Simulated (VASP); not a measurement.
A run of VASP 6.6.1 is set up as follows.

Contents of INCAR:

```
SYSTEM = SrO
PREC = Accurate ; ENCUT = 520
EDIFF = 1E-8 ; ISMEAR = -1
SIGMA = 0.03 ; LREAL = .FALSE.
LASPH = .TRUE. ; NELM = 100
ALGO = Normal ; ISIF = 2
LWAVE = .FALSE. ; LCHARG = .FALSE.
GGA = PS ; LEFG = .TRUE.
NBANDS = 15
```

The input KPOINTS:

```
regular mesh
0
G
  8 8 8
  0 0 0
```

Contents of POSCAR:

```
SrO
1.0
    0.0000000000      2.5698000000      2.5954980000
    2.5698000000      0.0000000000      2.5954980000
    2.5698000000      2.5698000000      0.0000000000
Sr O
1 1
Direct
    0.0000000000      0.0000000000      0.0000000000
    0.5000000000      0.5000000000      0.5000000000
```

Potentials or basis: VASP PAW PBE potentials, release 64 (Sr_sv, O).

Command:

```sh
$ cat potpaw_PBE.64/Sr_sv/POTCAR potpaw_PBE.64/O/POTCAR > POTCAR
$ mpirun -np 1 vasp_std > vasp.out
```

Q: Estimate the band gap on the k mesh.

A: 3.14 eV, indirect (least direct gap 3.23 eV).

Q: What does it give for the pressure?

A: -1.2 GPa.

Stress tensor (GPa, compression positive):
```
-0.78  0.00  0.00
 0.00 -0.78  0.00
 0.00  0.00 -2.02
```

Caveat: the cell differs from its parent crystal (zz strain of +1 %); without QUAD_EFG the Cq values of the log hold for a quadrupole moment of 1 mb, not for the nuclei; the PAW data sets were made with another functional, which shifts forces and pressure a little. A k mesh can miss the band edges.
